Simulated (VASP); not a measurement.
# GaN (F-43m) in VASP: a series of runs

Runs on GaN. Level: PBE. Tasks: single point, relaxation of cell and atoms.

Program: VASP 6.6.1. These are calculated values, not measurements. Logs are shortened: lines on timing, memory, paths and dates and some standing lists are left out, and cuts for length are marked.

## 1. The cell of the first run

The structure is cubic, space group F-43m (No. 216). Conventional cell: a = 4.548 Å, b = 4.548 Å, c = 4.548 Å, α = 90.00°, β = 90.00°, γ = 90.00°. Ga (site symmetry -43m) has 4 N at 1.97 Å within 2.6 Å. N (site symmetry -43m) has 4 Ga at 1.97 Å within 2.6 Å.

## 2. Single point, PBE

INCAR

```
PREC     = Accurate       # precision mode
ENCUT    = 600            # plane-wave cutoff, eV
EDIFF    = 1E-6           # SCF threshold, eV
ISMEAR   = -1             # smearing method
SIGMA    = 0.02           # smearing width, eV
LREAL    = F              # projectors in reciprocal space
LASPH    = T              # aspherical terms in the spheres
NELM     = 120            # most SCF steps
ALGO     = Normal         # electronic algorithm
ISIF     = 2              # what is computed and relaxed
LWAVE    = F              # write WAVECAR
LCHARG   = T              # write CHGCAR
GGA      = PE             # functional
LELF     = T              # ELF
LVHAR    = T            
NBANDS   = 16             # bands
GGA_COMPAT= F
```

KPOINTS

```
Automatic mesh
0
Gamma
  9 9 9
```

POSCAR

```
GaN
1.0
    0.0000000000      2.2740773436      2.2740773436
    2.2740773436      0.0000000000      2.2740773436
    2.2740773436      2.2740773436      0.0000000000
Ga N
1 1
Direct
    0.0000000000      0.0000000000      0.0000000000
    0.2500000000      0.2500000000      0.2500000000
```

Potentials or basis: VASP PAW PBE potentials, release 64 (Ga_d, N).

Started as:

```
$ cat potpaw_PBE.64/Ga_d/POTCAR potpaw_PBE.64/N/POTCAR > POTCAR
$ mpirun -np 1 vasp_std > vasp.out
```

OUTCAR:

```text
PREC = Accurate
   ENCUT = 600
   EDIFF = 1E-6
   ISMEAR = -1
   LREAL = F
   LASPH = T
   NELM = 120
   ISIF = 2
   GGA = PE

 ion  position               nearest neighbor table
   1  0.000  0.000  0.000-   2 1.97   2 1.97   2 1.97   2 1.97
   2  0.250  0.250  0.250-   1 1.97   1 1.97   1 1.97   1 1.97

  LATTYP: Found a face centered cubic cell.
 ALAT       =     4.5481546872

  Lattice vectors:

 A1 = (   0.0000000000,   2.2740773436,   2.2740773436)
 A2 = (   2.2740773436,   0.0000000000,   2.2740773436)
 A3 = (   2.2740773436,   2.2740773436,   0.0000000000)

Analysis of symmetry for initial positions (statically):
=====================================================================
 Subroutine PRICEL returns:
 Original cell was already a primitive cell.

 Routine SETGRP: Setting up the symmetry group for a
 face centered cubic supercell.

 Subroutine GETGRP returns: Found 24 space group operations
 (whereof 24 operations were pure point group operations)
 out of a pool of 48 trial point group operations.

The static configuration has the point symmetry T_d .

Analysis of symmetry for dynamics (positions and initial velocities):
=====================================================================
 Subroutine PRICEL returns:
 Original cell was already a primitive cell.

 Routine SETGRP: Setting up the symmetry group for a
 face centered cubic supercell.

 Subroutine GETGRP returns: Found 24 space group operations
 (whereof 24 operations were pure point group operations)
 out of a pool of 48 trial point group operations.

The dynamic configuration has the point symmetry T_d .

 Subroutine INISYM returns: Found 24 space group operations
 (whereof 24 operations are pure point group operations),
 and found     1 'primitive' translations

----------------------------------------------------------------------------------------

                                     Primitive cell

  volume of cell :      23.5205

  direct lattice vectors                    reciprocal lattice vectors
     0.000000000  2.274077344  2.274077344    -0.219869391  0.219869391  0.219869391
     2.274077344  0.000000000  2.274077344     0.219869391 -0.219869391  0.219869391
     2.274077344  2.274077344  0.000000000     0.219869391  0.219869391 -0.219869391

  length of vectors
     3.216031021  3.216031021  3.216031021     0.380824956  0.380824956  0.380824956

[... 79 lines left out ...]
   NELM   =    120;   NELMIN=  2; NELMDL= -5     # of ELM steps
   EDIFF  = 0.1E-05   stopping-criterion for ELM
   LREAL  =      F    real-space projection
   EDIFFG = 0.1E-04   stopping-criterion for IOM
   NSW    =      0    number of steps for IOM
   IBRION =     -1    ionic relax: 0-MD 1-quasi-New 2-CG
   NFREE  =      0    steps in history (QN), initial steepest desc. (CG)
   ISIF   =      2    stress and relaxation
   ISYM   =      2    0-nonsym 1-usesym 2-fastsym
   POTIM  = 0.5000    time-step for ionic-motion
   TEBEG  =    0.0;   TEEND  =   0.0 temperature during run
   PSTRESS=    0.0 pullay stress
   NELECT =      18.0000    total number of electrons
   NUPDOWN=      -1.0000    fix difference up-down
   EMIN   =  10.00;   EMAX   =-10.00  energy-range for DOS
   EFERMI =   0.00;   METHOD = LEGACY
   ISMEAR =    -1;   SIGMA  =   0.02  broadening in eV -4-tet -1-fermi 0-gaus
   EFERMI_NEDOS =   21; number of points for ismear=-14 and -15
   IALGO  =     38    algorithm
   IMIX   =      4    mixing-type and parameters
     AMIX     =   0.40;   BMIX     =  1.00
     AMIX_MAG =   1.60;   BMIX_MAG =  1.00
  volume/ion in A,a.u.               =      11.76        79.36
  Fermi-wavevector in a.u.,A,eV,Ry     =   1.497443  2.829758 30.508846  2.242337
  Thomas-Fermi vector in A             =   2.609331
   LORBIT       =      0    0 simple, 1 ext, 2 COOP (PROOUT), +10 PAW based schemes
   GGA     = PE    functional components
   LHFCALC =     F    Hartree Fock is set to
   AEXX    =    0.0000 exact exchange contribution
   IVDW    =     0    specifies the selected vdW correction
   LEPSILON=     F    determine dielectric tensor
   LRPA    =     F    only Hartree local field effects (RPA)
 non-spin polarized calculation
  energy-cutoff  :      600.00
  volume of cell :       23.52
 maximum number of plane-waves:       801
 NGX is ok and might be reduce to    28
   NGX = 13   NGY = 13   NGZ = 13

 number of electron      18.0000002 magnetization

 Free energy of the ion-electron system (eV)
  ---------------------------------------------------
  ext. energy  EPLUGINS =         0.00000000
  ---------------------------------------------------
  free energy    TOTEN  =       -12.15491815 eV

  energy without entropy =      -12.15491815  energy(sigma->0) =      -12.15491815

 E-fermi :   5.4817     XC(G=0): -11.5219

 val. band max:        4.9893264249   @ k =   0.0000   0.0000   0.0000
 cond. band min:       6.5376723187   @ k =   0.0000   0.0000   0.0000
 fundamental gap:      1.5483458937
 Fermi energy:         5.4817008535

 k-point     1 :       0.0000    0.0000    0.0000
  band No.  band energies     occupation
      1     -10.7159      2.00000
      2      -8.4340      2.00000
      3      -8.4340      2.00000
      4      -8.4340      2.00000
      5      -8.1409      2.00000
      6      -8.1409      2.00000
[... 433 lines left out ...]
      3      -8.1644      2.00000
      4      -8.1644      2.00000
      5      -8.0719      2.00000
      6      -6.6080      2.00000
[... 8 lines left out ...]
     15      26.4039      0.00000
     16      28.9406      0.00000

 [... further k-points ...]

------------------------ aborting loop because EDIFF is reached ----------------------------------------

  FORCE on cell =-STRESS in cart. coord.  units (eV):
  Direction    XX          YY          ZZ          XY          YZ          ZX
  --------------------------------------------------------------------------------------
  -------------------------------------------------------------------------------------
  Total       -0.0015114     -0.0015114     -0.0015114      0.0000000      0.0000000     -0.0000000
  in kB       -0.1029569     -0.1029569     -0.1029569      0.0000000      0.0000000     -0.0000000
  external PRESSURE =      -0.1029569 kB  Pullay stress =       0.0000000 kB

 VOLUME and BASIS-vectors are now :
 -----------------------------------------------------------------------------
  energy-cutoff  :      600.00
  volume of cell :       23.52
      direct lattice vectors                 reciprocal lattice vectors
     0.000000000  2.274077344  2.274077344    -0.219869391  0.219869391  0.219869391
     2.274077344  0.000000000  2.274077344     0.219869391 -0.219869391  0.219869391
     2.274077344  2.274077344  0.000000000     0.219869391  0.219869391 -0.219869391

 POSITION                                       TOTAL-FORCE (eV/Angst)
 -----------------------------------------------------------------------------------
      0.00000      0.00000      0.00000        -0.000000     -0.000000      0.000000
      1.13704      1.13704      1.13704         0.000000      0.000000     -0.000000
 -----------------------------------------------------------------------------------
    total drift:                                0.000000      0.000000      0.000000

  FREE ENERGIE OF THE ION-ELECTRON SYSTEM (eV)
  ---------------------------------------------------
  free  energy   TOTEN  =       -12.1549181479 eV

  energy  without entropy=      -12.1549181479  energy(sigma->0) =      -12.15491815
```

stdout:

```text
POSCAR found type information on POSCAR GaN
 POSCAR found :  2 types and       2 ions
 scaLAPACK will be used
 LDA part: xc-table for (Slater+PW92), standard interpolation
 POSCAR, INCAR and KPOINTS ok, starting setup
 FFT: planning ... GRIDC
 FFT: planning ... GRID_SOFT
 FFT: planning ... GRID
 WAVECAR not read
 entering main loop
```

Run time: 32 s. Hardware: 1 thread of Intel Xeon 8259CL, shared host; peak memory 0.16 GiB.

What came out:

```yaml
Free_energy: -12.1549 eV
Pressure: 0.0 GPa
Band_gap_on_the_k_mesh: 1.55 eV
```

## 3. Relaxation of cell and atoms, PBE

This run uses another cell than the first one, of 11.62 Å³/atom.

INCAR

```
SYSTEM = GaN
PREC = Accurate
ENCUT = 600
EDIFF = 1E-7
ISMEAR = -1
SIGMA = 0.02
LREAL = .FALSE.
LASPH = .TRUE.
NELM = 120
ALGO = Normal
ISIF = 3
LWAVE = .FALSE.
LCHARG = .FALSE.
GGA = PE
IBRION = 2
NSW = 80
EDIFFG = -0.02
GGA_COMPAT = .FALSE.
NELMIN = 4
```

KPOINTS

```
Automatic mesh
0
G
  9 9 9
  0 0 0
```

POSCAR

```
GaN
1.0
    0.0000000000      2.2650000000      2.2650000000
    2.2650000000      0.0000000000      2.2650000000
    2.2650000000      2.2650000000      0.0000000000
Ga N
1 1
Direct
    0.0000000000      0.0000000000      0.0000000000
    0.2500000000      0.2500000000      0.2500000000
```

Potentials or basis: VASP PAW PBE potentials, release 64 (Ga_d, N).

Started as:

```
$ cat potpaw_PBE.64/Ga_d/POTCAR potpaw_PBE.64/N/POTCAR > POTCAR
$ mpirun -np 1 vasp_std > vasp.out
```

OUTCAR:

```text
SYSTEM = GaN
   PREC = Accurate
   ENCUT = 600
   EDIFF = 1E-7
   ISMEAR = -1
   LREAL = .FALSE.
   LASPH = .TRUE.
   NELM = 120
   ISIF = 3
   GGA = PE
   IBRION = 2
   NSW = 80
   EDIFFG = -0.02
   NELMIN = 4

 ion  position               nearest neighbor table
   1  0.000  0.000  0.000-   2 1.96   2 1.96   2 1.96   2 1.96
   2  0.250  0.250  0.250-   1 1.96   1 1.96   1 1.96   1 1.96

  LATTYP: Found a face centered cubic cell.
 ALAT       =     4.5300000000

  Lattice vectors:

 A1 = (   0.0000000000,   2.2650000000,   2.2650000000)
 A2 = (   2.2650000000,   0.0000000000,   2.2650000000)
 A3 = (   2.2650000000,   2.2650000000,   0.0000000000)

Analysis of symmetry for initial positions (statically):
=====================================================================
 Subroutine PRICEL returns:
 Original cell was already a primitive cell.

 Routine SETGRP: Setting up the symmetry group for a
 face centered cubic supercell.

 Subroutine GETGRP returns: Found 24 space group operations
 (whereof 24 operations were pure point group operations)
 out of a pool of 48 trial point group operations.

The static configuration has the point symmetry T_d .

Analysis of symmetry for dynamics (positions and initial velocities):
=====================================================================
 Subroutine PRICEL returns:
 Original cell was already a primitive cell.

 Routine SETGRP: Setting up the symmetry group for a
 face centered cubic supercell.

 Subroutine GETGRP returns: Found 24 space group operations
 (whereof 24 operations were pure point group operations)
 out of a pool of 48 trial point group operations.

The dynamic configuration has the point symmetry T_d .

 Subroutine INISYM returns: Found 24 space group operations
 (whereof 24 operations are pure point group operations),
 and found     1 'primitive' translations

----------------------------------------------------------------------------------------

                                     Primitive cell

  volume of cell :      23.2399

  direct lattice vectors                    reciprocal lattice vectors
     0.000000000  2.265000000  2.265000000    -0.220750552  0.220750552  0.220750552
     2.265000000  0.000000000  2.265000000     0.220750552 -0.220750552  0.220750552
     2.265000000  2.265000000  0.000000000     0.220750552  0.220750552 -0.220750552

  length of vectors
     3.203193719  3.203193719  3.203193719     0.382351172  0.382351172  0.382351172

  position of ions in fractional coordinates (direct lattice)
     0.000000000  0.000000000  0.000000000
     0.250000000  0.250000000  0.250000000

  ion indices of the primitive-cell ions
   primitive index   ion index
                 1           1
                 2           2

----------------------------------------------------------------------------------------

 KPOINTS: Automatic mesh

Automatic generation of k-mesh.
 Grid dimensions read from file:
 generate k-points for:    9    9    9

 Generating k-lattice:

  Cartesian coordinates                     Fractional coordinates (reciprocal lattice)
    -0.024527839  0.024527839  0.024527839     0.111111111  0.000000000  0.000000000
     0.024527839 -0.024527839  0.024527839     0.000000000  0.111111111  0.000000000
     0.024527839  0.024527839 -0.024527839     0.000000000  0.000000000  0.111111111
[... 52 lines left out ...]
   LNONCOLLINEAR =      F non collinear calculations
   LSORBIT =      F    spin-orbit coupling
   LASPH  =      T    aspherical Exc in radial PAW
   ENCUT  =  600.0 eV  44.10 Ry    6.64 a.u.   6.40  6.40  6.40*2*pi/ulx,y,z
   NELM   =    120;   NELMIN=  4; NELMDL= -5     # of ELM steps
   EDIFF  = 0.1E-06   stopping-criterion for ELM
   LREAL  =      F    real-space projection
   EDIFFG = -.2E-01   stopping-criterion for IOM
   NSW    =     80    number of steps for IOM
   IBRION =      2    ionic relax: 0-MD 1-quasi-New 2-CG
   NFREE  =      1    steps in history (QN), initial steepest desc. (CG)
   ISIF   =      3    stress and relaxation
   ISYM   =      2    0-nonsym 1-usesym 2-fastsym
   POTIM  = 0.5000    time-step for ionic-motion
   TEBEG  =    0.0;   TEEND  =   0.0 temperature during run
   PSTRESS=    0.0 pullay stress
   NELECT =      18.0000    total number of electrons
   NUPDOWN=      -1.0000    fix difference up-down
   EMIN   =  10.00;   EMAX   =-10.00  energy-range for DOS
   EFERMI =   0.00;   METHOD = LEGACY
   ISMEAR =    -1;   SIGMA  =   0.02  broadening in eV -4-tet -1-fermi 0-gaus
   EFERMI_NEDOS =   21; number of points for ismear=-14 and -15
   IALGO  =     38    algorithm
   IMIX   =      4    mixing-type and parameters
     AMIX     =   0.40;   BMIX     =  1.00
     AMIX_MAG =   1.60;   BMIX_MAG =  1.00
  volume/ion in A,a.u.               =      11.62        78.42
  Fermi-wavevector in a.u.,A,eV,Ry     =   1.503445  2.841099 30.753874  2.260346
  Thomas-Fermi vector in A             =   2.614554
   LORBIT       =      0    0 simple, 1 ext, 2 COOP (PROOUT), +10 PAW based schemes
   GGA     = PE    functional components
   LHFCALC =     F    Hartree Fock is set to
   AEXX    =    0.0000 exact exchange contribution
   IVDW    =     0    specifies the selected vdW correction
   LEPSILON=     F    determine dielectric tensor
   LRPA    =     F    only Hartree local field effects (RPA)
 conjugate gradient relaxation of ions
 non-spin polarized calculation
  energy-cutoff  :      600.00
  volume of cell :       23.24
 maximum number of plane-waves:       785
 NGX is ok and might be reduce to    28
   NGX = 13   NGY = 13   NGZ = 13

--------------------------------------- Ionic step        1  -------------------------------------------

 number of electron      18.0000005 magnetization

 Free energy of the ion-electron system (eV)
  ---------------------------------------------------
  ext. energy  EPLUGINS =         0.00000000
  ---------------------------------------------------
  free energy    TOTEN  =       -12.15271453 eV

  energy without entropy =      -12.15271453  energy(sigma->0) =      -12.15271453

------------------------ aborting loop because EDIFF is reached ----------------------------------------

  FORCE on cell =-STRESS in cart. coord.  units (eV):
  Direction    XX          YY          ZZ          XY          YZ          ZX
  --------------------------------------------------------------------------------------
  -------------------------------------------------------------------------------------
  Total        0.3019048      0.3019048      0.3019048      0.0000000      0.0000000     -0.0000000
  in kB       20.8135448     20.8135448     20.8135448      0.0000000      0.0000000     -0.0000000
  external PRESSURE =      20.8135448 kB  Pullay stress =       0.0000000 kB
[... 59 lines left out ...]
--------------------------------------- Ionic step        3  -------------------------------------------

 number of electron      18.0000002 magnetization

 Free energy of the ion-electron system (eV)
  ---------------------------------------------------
  ext. energy  EPLUGINS =         0.00000000
  ---------------------------------------------------
  free energy    TOTEN  =       -12.15449400 eV

  energy without entropy =      -12.15449400  energy(sigma->0) =      -12.15449400

 E-fermi :   5.4109     XC(G=0): -11.5224

 val. band max:        4.9905228427   @ k =   0.0000   0.0000   0.0000
 cond. band min:       6.5396826566   @ k =   0.0000   0.0000   0.0000
 fundamental gap:      1.5491598139
 Fermi energy:         5.4109326421

 k-point     1 :       0.0000    0.0000    0.0000
  band No.  band energies     occupation
      1     -10.7156      2.00000
      2      -8.4325      2.00000
      3      -8.4325      2.00000
      4      -8.4325      2.00000
      5      -8.1393      2.00000
      6      -8.1393      2.00000
      7       4.9905      2.00000
      8       4.9905      2.00000
      9       4.9905      2.00000
     10       6.5397      0.00000
     11      15.1221      0.00000
     12      15.1221      0.00000
     13      15.1221      0.00000
[... 354 lines left out ...]
  band No.  band energies     occupation
      1      -9.7600      2.00000
      2      -8.3442      2.00000
      3      -8.1628      2.00000
      4      -8.1628      2.00000
      5      -8.0703      2.00000
      6      -6.6067      2.00000
      7      -0.8291      2.00000
      8       2.4487      2.00000
      9       2.4487      2.00000
     10       8.4488      0.00000
     11      11.5284      0.00000
     12      16.4049      0.00000
     13      18.5314      0.00000

 [... further k-points ...]

------------------------ aborting loop because EDIFF is reached ----------------------------------------

  FORCE on cell =-STRESS in cart. coord.  units (eV):
  Direction    XX          YY          ZZ          XY          YZ          ZX
  --------------------------------------------------------------------------------------
  -------------------------------------------------------------------------------------
  Total       -0.0022917     -0.0022917     -0.0022917      0.0000000     -0.0000000     -0.0000000
  in kB       -0.1561258     -0.1561258     -0.1561258      0.0000000     -0.0000000     -0.0000000
  external PRESSURE =      -0.1561258 kB  Pullay stress =       0.0000000 kB
[... 17 lines left out ...]
  FREE ENERGIE OF THE ION-ELECTRON SYSTEM (eV)
  ---------------------------------------------------
  free  energy   TOTEN  =       -12.1544940049 eV

  energy  without entropy=      -12.1544940049  energy(sigma->0) =      -12.15449400

 reached required accuracy - stopping structural energy minimisation
```

CONTCAR:

```text
GaN
   1.00000000000000
     0.0000000000000000    2.2739888294936121    2.2739888294936121
     2.2739888294936121    0.0000000000000000    2.2739888294936121
     2.2739888294936121    2.2739888294936121   -0.0000000000000000
  Ga              N
     1     1
Direct
     0.0000000000000000    0.0000000000000000    0.0000000000000000
     0.2500000000000000    0.2500000000000000    0.2500000000000000

  0.00000000E+00  0.00000000E+00  0.00000000E+00
  0.00000000E+00  0.00000000E+00  0.00000000E+00
```

Run time: 64 s. Hardware: 1 thread of Intel Xeon 8259CL, shared host; peak memory 0.17 GiB.

What came out:

```
Free energy                           : -12.1545 eV
Relaxed volume                        : 11.76 Å³/atom
Relaxed cell                          : a = 3.216 Å, b = 3.216 Å, c = 3.216 Å, α = 60.00°, β = 60.00°, γ = 60.00°
Space group after relaxing (to 0.1 Å) : F-43m (No. 216)
Energy gained by relaxing             : 0.9 meV/atom
Ionic steps                           : 3
Pressure after relaxing               : 0.0 GPa
Band gap on the k mesh                : 1.55 eV
```

The path:
| step | energy change (eV) | largest force (eV/Å) | pressure (GPa) | volume (Å³) |
| --- | --- | --- | --- | --- |
| 1 | 0.0000 | 0.0000 | 2.08 | 23.24 |
| 2 | -0.0006 | 0.0000 | -1.64 | 23.75 |
| 3 | -0.0018 | 0.0000 | -0.02 | 23.52 |

Final structure:
```
Ga N
1.0
     0.00000    2.27399    2.27399
     2.27399    0.00000    2.27399
     2.27399    2.27399    0.00000
Ga N
1 1
Direct
  0.00000 0.00000 0.00000
  0.25000 0.25000 0.25000
```
